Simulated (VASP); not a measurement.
Wanted: the native input for a VASP 6.6.1 run.

| Quantity | Value |
| --- | --- |
| Task | single point |
| Functional | PBE |
| Potentials or basis | VASP PAW PBE potentials, release 64 (Hf_pv, H) |
| Cutoff | 520 eV |
| k mesh | 12 × 12 × 12 |
| Occupations | gaussian, width 0.1 eV |
| Spin | no spin polarisation |
| Dipole correction | no |
| Further INCAR settings | ALGO = Normal; EDIFF = 1e-07; NBANDS = 20 |

The structure of Hf2H3 lies in POSCAR:

```
Hf2H3
1.0
    2.6358480802      1.5218075986      2.1072157643
   -2.6358480802      1.5218075986      2.1072157643
    0.0000000000     -3.0436151972      2.1072157643
Hf H
2 3
Direct
    0.2569217788      0.2569217788      0.2569217788
    0.7430782212      0.7430782212      0.7430782212
    0.5000000000      0.2381323779      0.7618676221
    0.7618676221      0.5000000000      0.2381323779
    0.2381323779      0.7618676221      0.5000000000
```

The cell was generated, and may not be a known phase.

The input as run:

INCAR

```
  PREC = Accurate
  ENCUT = 520
  EDIFF = 1E-7
  ISMEAR = 0
  SIGMA = 0.1
  LREAL = F
  LASPH = T
  NELM = 100
  ALGO = Normal
  ISIF = 2
  LWAVE = F
  LCHARG = T
  GGA = PE
  LELF = T
  LVHAR = T
  NBANDS = 20
```

KPOINTS

```
Automatic mesh
0
Gamma
  12 12 12
```

Potentials or basis: VASP PAW PBE potentials, release 64 (Hf_pv, H).

Launch:

```console
$ cat potpaw_PBE.64/Hf_pv/POTCAR potpaw_PBE.64/H/POTCAR > POTCAR
$ mpirun -np 1 vasp_std > vasp.out
```

Results of the run:

```json
{
 "Pressure": "-0.7 GPa",
 "Largest force": "0.026 eV/Å",
 "Band gap on the k mesh": "zero (an odd number of electrons rules out a gap without spin polarisation)"
}
```

Caveat: spin-orbit coupling is left out, which moves the levels of the heavy elements.

Wall time 89 s on 1 thread of AMD EPYC 9R45 96-Core Processor (Zen 5), on a shared host, peak memory 0.25 GiB.
